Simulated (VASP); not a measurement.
# SrCl2 (R-3m) in VASP: single point with PBE-based screened hybrid

Aim: the single point of SrCl2 with PBE-based screened hybrid.

Program: VASP 6.6.1. These are calculated values, not measurements. Logs are shortened: lines on timing, memory, paths and dates and some standing lists are left out, and cuts for length are marked.

## (1) The cell of the first run

The typed cell holds 3 atoms: a = 4.916 Å, b = 4.916 Å, c = 4.916 Å, α = 59.96°, β = 59.96°, γ = 59.96°.

## (2) Single point, PBE-based screened hybrid

Contents of POSCAR:

```
SrCl2
1.0
    2.4567214836      1.4183888098      4.0153159317
   -2.4567214836      1.4183888098      4.0153159317
    0.0000000000     -2.8367776197      4.0153159316
Sr Cl
1 2
Direct
    0.0000000000      0.0000000000      0.0000000000
    0.2499511381      0.2499511381      0.2499511381
    0.7500488619      0.7500488619      0.7500488619
```

Contents of INCAR.step1:

```
PREC = Accurate
ENCUT = 520
EDIFF = 1E-5
ISMEAR = 0
SIGMA = 0.01
LREAL = F
LASPH = T
NELM = 60
ALGO = Normal
ISIF = 2
LWAVE = T
LCHARG = F
GGA = PE
NBANDS = 19
```

Contents of INCAR.step2:

```
PREC = Accurate
ENCUT = 520
EDIFF = 1E-6
ISMEAR = 0
SIGMA = 0.01
LREAL = F
LASPH = T
NELM = 60
ALGO = Normal
ISIF = 2
LWAVE = F
LCHARG = F
GGA = PE
LHFCALC = T
AEXX = 0.05
HFSCREEN = 0.5
PRECFOCK = Normal
ISTART = 1
NBANDS = 19
```

Contents of KPOINTS:

```
regular mesh
0
Gamma
  4 4 4
```

Potentials or basis: VASP PAW PBE potentials, release 64 (Sr_sv, Cl).

Launch:

```bash
> cat potpaw_PBE.64/Sr_sv/POTCAR potpaw_PBE.64/Cl/POTCAR > POTCAR
> cp INCAR.step1 INCAR
> mpirun -np 1 vasp_std > vasp.out
> cp INCAR.step2 INCAR
> mpirun -np 1 vasp_std > vasp.out
```

OUTCAR:

```text
PREC = Accurate
   ENCUT = 520
   EDIFF = 1E-6
   ISMEAR = 0
   LREAL = F
   LASPH = T
   NELM = 60
   ISIF = 2
   GGA = PE
   LHFCALC = T
   AEXX = 0.05
   HFSCREEN = 0.5
   PRECFOCK = Normal
   ISTART = 1

 ion  position               nearest neighbor table
   1  0.000  0.000  0.000-   3 3.01   2 3.01   3 3.01   3 3.01   2 3.01   2 3.01   3 3.01   2 3.01

   2  0.250  0.250  0.250-   1 3.01   1 3.01   1 3.01   1 3.01
   3  0.750  0.750  0.750-   1 3.01   1 3.01   1 3.01   1 3.01

  LATTYP: Found a trigonal (rhomboedric) cell.
 ALAT       =     4.9163064688
 COS(alpha) =     0.5005822802

  Lattice vectors:

 A1 = (   2.4567214836,   1.4183888098,   4.0153159317)
 A2 = (  -2.4567214836,   1.4183888098,   4.0153159317)
 A3 = (   0.0000000000,  -2.8367776197,   4.0153159316)

Analysis of symmetry for initial positions (statically):
=====================================================================
 Subroutine PRICEL returns:
 Original cell was already a primitive cell.

 Routine SETGRP: Setting up the symmetry group for a
 trigonal (rhombohedral) supercell.

 Subroutine GETGRP returns: Found 12 space group operations
 (whereof 12 operations were pure point group operations)
 out of a pool of 12 trial point group operations.

The static configuration has the point symmetry D_3d.

Analysis of symmetry for dynamics (positions and initial velocities):
=====================================================================
 Subroutine PRICEL returns:
 Original cell was already a primitive cell.

 Routine SETGRP: Setting up the symmetry group for a
 trigonal (rhombohedral) supercell.

 Subroutine GETGRP returns: Found 12 space group operations
 (whereof 12 operations were pure point group operations)
 out of a pool of 12 trial point group operations.

The dynamic configuration has the point symmetry D_3d.

 Subroutine INISYM returns: Found 12 space group operations
 (whereof 12 operations are pure point group operations),
 and found     1 'primitive' translations

----------------------------------------------------------------------------------------

                                     Primitive cell

  volume of cell :      83.9503

  direct lattice vectors                    reciprocal lattice vectors
     2.456721484  1.418388810  4.015315932     0.203523274  0.117504217  0.083015469
    -2.456721484  1.418388810  4.015315932    -0.203523274  0.117504217  0.083015469
     0.000000000 -2.836777620  4.015315932     0.000000000 -0.235008434  0.083015469

  length of vectors
     4.916306469  4.916306469  4.916306469     0.249239909  0.249239909  0.249239909

  position of ions in fractional coordinates (direct lattice)
     0.000000000  0.000000000  0.000000000
     0.249951138  0.249951138  0.249951138
     0.750048862  0.750048862  0.750048862

  ion indices of the primitive-cell ions
   primitive index   ion index
                 1           1
                 2           2
                 3           3

----------------------------------------------------------------------------------------

 KPOINTS: regular mesh

Automatic generation of k-mesh.
 Grid dimensions read from file:
 generate k-points for:    4    4    4

 Generating k-lattice:

  Cartesian coordinates                     Fractional coordinates (reciprocal lattice)
     0.050880819  0.029376054  0.020753867     0.250000000  0.000000000  0.000000000
    -0.050880819  0.029376054  0.020753867     0.000000000  0.250000000  0.000000000
     0.000000000 -0.058752109  0.020753867     0.000000000  0.000000000  0.250000000

  Length of vectors
     0.062309977  0.062309977  0.062309977

  Shift w.r.t. Gamma in fractional coordinates (k-lattice)
     0.000000000  0.000000000  0.000000000

 Subroutine IBZKPT returns following result:
 ===========================================

 Found     13 irreducible k-points:

 Following reciprocal coordinates:
            Coordinates               Weight
  0.000000  0.000000  0.000000      1.000000
  0.250000  0.000000 -0.000000      6.000000
  0.500000  0.000000 -0.000000      3.000000
  0.250000  0.250000 -0.000000      6.000000
  0.500000  0.250000 -0.000000     12.000000
 -0.250000  0.250000  0.000000      6.000000
  0.500000  0.500000 -0.000000      3.000000
  0.250000  0.250000  0.250000      2.000000
  0.500000  0.250000  0.250000      6.000000
 -0.250000  0.250000  0.250000      6.000000
  0.500000  0.500000  0.250000      6.000000
 -0.250000  0.500000  0.250000      6.000000
  0.500000  0.500000  0.500000      1.000000
   k-points           NKPTS =     13   k-points in BZ     NKDIM =     64   number of bands    NBANDS=     19
   number of dos      NEDOS =    301   number of ions     NIONS =      3
   total plane-waves  NPLWV =  64000
   dimension x,y,z NGX =    40 NGY =   40 NGZ =   40
   dimension x,y,z NGXF=    80 NGYF=   80 NGZF=   80
   ions per type =               1   2
   NGX,Y,Z   is equivalent  to a cutoff of  13.53, 13.53, 13.53 a.u.
   NGXF,Y,Z  is equivalent  to a cutoff of  27.05, 27.05, 27.05 a.u.
 SYSTEM =  unknown system
   PREC   = accura    normal or accurate (medium, high low for compatibility)
   ISTART =      1    job   : 0-new  1-cont  2-samecut
   ICHARG =      0    charge: 1-file 2-atom 10-const
   ISPIN  =      1    spin polarized calculation?
   LNONCOLLINEAR =      F non collinear calculations
   LSORBIT =      F    spin-orbit coupling
   LASPH  =      T    aspherical Exc in radial PAW
   ENCUT  =  520.0 eV  38.22 Ry    6.18 a.u.   9.14  9.14  9.14*2*pi/ulx,y,z
   NELM   =     60;   NELMIN=  2; NELMDL=  0     # of ELM steps
   EDIFF  = 0.1E-05   stopping-criterion for ELM
   LREAL  =      F    real-space projection
   EDIFFG = 0.1E-04   stopping-criterion for IOM
   NSW    =      0    number of steps for IOM
   IBRION =     -1    ionic relax: 0-MD 1-quasi-New 2-CG
   NFREE  =      0    steps in history (QN), initial steepest desc. (CG)
   ISIF   =      2    stress and relaxation
   ISYM   =      3    0-nonsym 1-usesym 2-fastsym
   POTIM  = 0.5000    time-step for ionic-motion
   TEBEG  =    0.0;   TEEND  =   0.0 temperature during run
   PSTRESS=    0.0 pullay stress
   NELECT =      24.0000    total number of electrons
   NUPDOWN=      -1.0000    fix difference up-down
   EMIN   =  10.00;   EMAX   =-10.00  energy-range for DOS
   EFERMI =   0.00;   METHOD = LEGACY
   ISMEAR =     0;   SIGMA  =   0.01  broadening in eV -4-tet -1-fermi 0-gaus
   EFERMI_NEDOS =   21; number of points for ismear=-14 and -15
   IALGO  =     38    algorithm
   IMIX   =      1    mixing-type and parameters
     AMIX     =   0.40;   BMIX     =  1.00
     AMIX_MAG =   1.60;   BMIX_MAG =  1.00
  volume/ion in A,a.u.               =      27.98       188.84
  Fermi-wavevector in a.u.,A,eV,Ry     =   1.078461  2.037996 15.824644  1.163079
  Thomas-Fermi vector in A             =   2.214400
   LORBIT       =      0    0 simple, 1 ext, 2 COOP (PROOUT), +10 PAW based schemes
   GGA     = PE    functional components
   LHFCALC =     T    Hartree Fock is set to
   PRECFOCK=normal    Normal, Fast or Accurate (Low or Medium for compatibility)
   ENCUT4O =  -1.0   cutoff for four orbital integrals eV
   NKREDX  =     1    reduce k-point grid by
   NKREDY  =     1    reduce k-point grid by
   NKREDZ  =     1    reduce k-point grid by
   AEXX    =    0.0500 exact exchange contribution
   HFSCREEN=    0.5000 screening length (either q_TF or 0.3 A-1)
   HFSCREENC=   0.5000 screening length for correlation (either q_TF or 0.3 A-1)
   ENCUTFOCK=  -1.0 apply spherical cutoff to Coloumb kernel
   IVDW    =     0    specifies the selected vdW correction
   LEPSILON=     F    determine dielectric tensor
   LRPA    =     F    only Hartree local field effects (RPA)
 non-spin polarized calculation
 Gauss-broadening in eV      SIGMA  =   0.01
  energy-cutoff  :      520.00
  volume of cell :       83.95
 maximum number of plane-waves:      2276
 NGX is ok and might be reduce to    40
  NGX = 28; NGY = 28; NGZ = 28

 number of electron      24.0000003 magnetization

 Free energy of the ion-electron system (eV)
  ---------------------------------------------------
  ext. energy  EPLUGINS =         0.00000000
  ---------------------------------------------------
  free energy    TOTEN  =       -13.01737190 eV

  energy without entropy =      -13.01737190  energy(sigma->0) =      -13.01737190

 E-fermi :   0.1656     XC(G=0):  -8.1304

 val. band max:        0.1190327185   @ k =   0.5000   0.5000  -0.0000
 cond. band min:       5.6362181015   @ k =   0.0000   0.0000   0.0000
 fundamental gap:      5.5171853830
 Fermi energy:         0.1655834995

 k-point     1 :       0.0000    0.0000    0.0000
  band No.  band energies     occupation
      1     -33.0919      2.00000
      2     -14.8561      2.00000
      3     -14.8561      2.00000
      4     -14.8561      2.00000
      5     -13.4268      2.00000
      6     -12.5447      2.00000
[... 11 lines left out ...]
     18       9.3145      0.00000
     19       9.6915      0.00000

 k-point     2 :       0.2500    0.0000   -0.0000
  band No.  band energies     occupation
      1     -33.0901      2.00000
      2     -15.0424      2.00000
      3     -14.8636      2.00000
      4     -14.8635      2.00000
      5     -13.1263      2.00000
      6     -12.6445      2.00000
[... 11 lines left out ...]
     18       8.9608      0.00000
     19       9.9668      0.00000

 k-point     3 :       0.5000    0.0000   -0.0000
  band No.  band energies     occupation
      1     -33.0884      2.00000
      2     -15.1767      2.00000
      3     -14.8710      2.00000
      4     -14.8710      2.00000
      5     -13.0146      2.00000
      6     -12.5939      2.00000
[... 11 lines left out ...]
     18       8.9714      0.00000
     19       9.1423      0.00000

 k-point     4 :       0.2500    0.2500   -0.0000
  band No.  band energies     occupation
      1     -33.0896      2.00000
      2     -15.0851      2.00000
      3     -14.8739      2.00000
      4     -14.8738      2.00000
      5     -12.9934      2.00000
      6     -12.7082      2.00000
[... 165 lines left out ...]
     18       9.2641      0.00000
     19      10.0037      0.00000

 k-point    12 :      -0.2500    0.5000    0.2500
  band No.  band energies     occupation
      1     -33.0872      2.00000
      2     -15.0817      2.00000
      3     -15.0811      2.00000
      4     -14.8920      2.00000
      5     -12.7220      2.00000
      6     -12.7208      2.00000
[... 11 lines left out ...]
     18       9.8593      0.00000
     19      10.9675      0.00000

 k-point    13 :       0.5000    0.5000    0.5000
  band No.  band energies     occupation
      1     -33.0884      2.00000
      2     -15.1764      2.00000
      3     -14.8709      2.00000
      4     -14.8709      2.00000
      5     -13.0139      2.00000
      6     -12.5950      2.00000
[... 11 lines left out ...]
     18       8.9684      0.00000
     19       9.1381      0.00000

------------------------ aborting loop because EDIFF is reached ----------------------------------------

  FORCE on cell =-STRESS in cart. coord.  units (eV):
  Direction    XX          YY          ZZ          XY          YZ          ZX
  --------------------------------------------------------------------------------------
  -------------------------------------------------------------------------------------
  Total        0.7496820      0.7496820      0.7403801     -0.0000000      0.0000000     -0.0000000
  in kB       14.3075572     14.3075572     14.1300315     -0.0000000      0.0000000     -0.0000000
  external PRESSURE =      14.2483819 kB  Pullay stress =       0.0000000 kB

 VOLUME and BASIS-vectors are now :
 -----------------------------------------------------------------------------
  energy-cutoff  :      520.00
  volume of cell :       83.95
      direct lattice vectors                 reciprocal lattice vectors
     2.456721484  1.418388810  4.015315932     0.203523274  0.117504217  0.083015469
    -2.456721484  1.418388810  4.015315932    -0.203523274  0.117504217  0.083015469
     0.000000000 -2.836777620  4.015315932     0.000000000 -0.235008434  0.083015469

 POSITION                                       TOTAL-FORCE (eV/Angst)
 -----------------------------------------------------------------------------------
      0.00000      0.00000      0.00000         0.000000      0.000000      0.000000
      0.00000     -0.00000      3.01090         0.000000      0.000000     -0.000132
      0.00000     -0.00000      9.03505         0.000000     -0.000000      0.000132
 -----------------------------------------------------------------------------------
    total drift:                               -0.000000      0.000000      0.000000

  FREE ENERGIE OF THE ION-ELECTRON SYSTEM (eV)
  ---------------------------------------------------
  free  energy   TOTEN  =       -13.0173719022 eV

  energy  without entropy=      -13.0173719022  energy(sigma->0) =      -13.01737190
```

Run time: 20 min. Hardware: 1 thread of AMD EPYC 7R43 (Zen 3), shared host; peak memory 0.32 GiB.

Results:

```
Free energy            : -13.0174 eV
Pressure               : 1.4 GPa
Band gap on the k mesh : 5.52 eV, indirect (least direct gap 5.64 eV)
```

Caveat: the PAW data sets were made with another functional, which shifts forces and pressure a little. A k mesh can miss the band edges.
